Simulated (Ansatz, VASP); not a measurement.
# Sr: VASP beside Ansatz

File INCAR:

```
SYSTEM = Sr
  ALGO = Fast
  EDIFF = 1E-6
  ENCUT = 520
  GGA = PS
  ISIF = 2
  ISMEAR = 0
  LASPH = .TRUE.
  LCHARG = .FALSE.
  LREAL = .FALSE.
  LWAVE = .FALSE.
  NBANDS = 17
  NELM = 100
  PREC = Accurate
  SIGMA = 0.1
```

Contents of KPOINTS:

```
k-points
0
G
  12 12 10
  0 0 0
```

Contents of POSCAR:

```
Sr
1.0
    2.9579193978      2.9579193978      0.0000000000
   -2.9579193978      2.9579193978      0.0000000000
    0.0000000000      0.0000000000      6.0341555715
Sr
2
Direct
    0.0000000000      0.0000000000      0.0000000000
    0.5000000000      0.5000000000      0.5000000000
```

Input for Ansatz:

```yaml
crystal:
  lattice:
    - [2.9579193978, 2.9579193978, 0.0]
    - [-2.9579193978, 2.9579193978, 0.0]
    - [0.0, 0.0, 6.0341555715]
  atoms:
    - { symbol: Sr, position: [0.0, 0.0, 0.0] }
    - { symbol: Sr, position: [0.5, 0.5, 0.5] }
basis:
  ecutwfc: 420
kpoints:
  mp_grid: { grid: [12, 12, 10] }
hamiltonian:
  xc: pbesol
scf:
  occupations: { method: gaussian, width: 0.1 }
output:
  forces: true
  stress: true
  eigenvalues: true
```

Change from the starting cell: strain along c alone, the other axes held, atoms relaxed: +2.0 %.

Alike in both runs: task single point; functional PBEsol; k mesh 12 × 12 × 10; occupations gaussian, width 0.1 eV; no spin polarisation.

|  | VASP | Ansatz |
| --- | --- | --- |
| version | VASP 6.6.1 | Ansatz 0.2.0 |
| potentials or method | VASP PAW PBE potentials, release 64 (Sr_sv), cutoff 520 eV | scalar-relativistic, plane waves, PAW |
| valence electrons in the cell | 20 | 20 |

|  | VASP | Ansatz | Ansatz less VASP |
| --- | --- | --- | --- |
| gap on the k mesh at the Fermi level (eV) | none | none | - |
| pressure (GPa) | -0.2 | -0.2 | -0.01 |
| traceless stress, the component that is largest in VASP (GPa) | -0.09 | -0.09 | 0.000 |

VASP's potentials were made for PBE, not for PBEsol. A gap of «none» marks a metal or a gap that the smearing closes. The functional is the same, so the differences come from potentials, cutoffs and numerics.
